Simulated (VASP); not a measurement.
A run of VASP 6.6.1 is set up as follows.

Contents of INCAR:

```
SYSTEM = KRe3W
PREC = Accurate
ENCUT = 600
EDIFF = 1E-6
ISMEAR = 0
SIGMA = 0.1
LREAL = .FALSE.
LASPH = .TRUE.
NELM = 80
ALGO = Fast
ISIF = 3
LWAVE = .FALSE.
LCHARG = .FALSE.
GGA = PE
IBRION = 2
NSW = 100
EDIFFG = -0.01
```

KPOINTS

```
Automatic mesh
0
G
  8 8 8
  0 0 0
```

The input POSCAR:

```
KRe3W
1.0
    4.8553996989      0.0000000000      0.0000000000
    0.0000000000      4.8553996989      0.0000000000
    0.0000000000      0.0000000000      4.8553996989
K Re W
1 3 1
Direct
    0.0000000000      0.0000000000      0.0000000000
    0.0000000000      0.5000000000      0.5000000000
    0.5000000000      0.0000000000      0.5000000000
    0.5000000000      0.5000000000      0.0000000000
    0.5000000000      0.5000000000      0.5000000000
```

Potentials or basis: VASP PAW PBE potentials, release 64 (K_sv, Re, W_sv).

Run with:

```bash
$ cat potpaw_PBE.64/K_sv/POTCAR potpaw_PBE.64/Re/POTCAR potpaw_PBE.64/W_sv/POTCAR > POTCAR
$ mpirun -np 1 vasp_std > vasp.out
```

Question: What does it give for the band gap on the k mesh?

Answer: Zero (band 22 reaches 4.87 eV, above the bottom of band 23 at 3.40 eV).

Question: Predict the relaxed cell.

Answer: a = 4.858 Å, b = 4.858 Å, c = 4.858 Å, α = 90.00°, β = 90.00°, γ = 90.00°.

Question: Estimate the space group after relaxing (to 0.05 Å).

Answer: Pm-3m (No. 221).

Step by step:
```csv
step,energy change (eV),largest force (eV/Å),pressure (GPa),volume (Å³)
1,0.0000,0.0000,0.19,114.47
2,-0.0009,0.0000,-0.33,114.92
3,-0.0013,0.0000,-0.01,114.64
```

Caveat: spin-orbit coupling is left out, which moves the levels of the heavy elements.
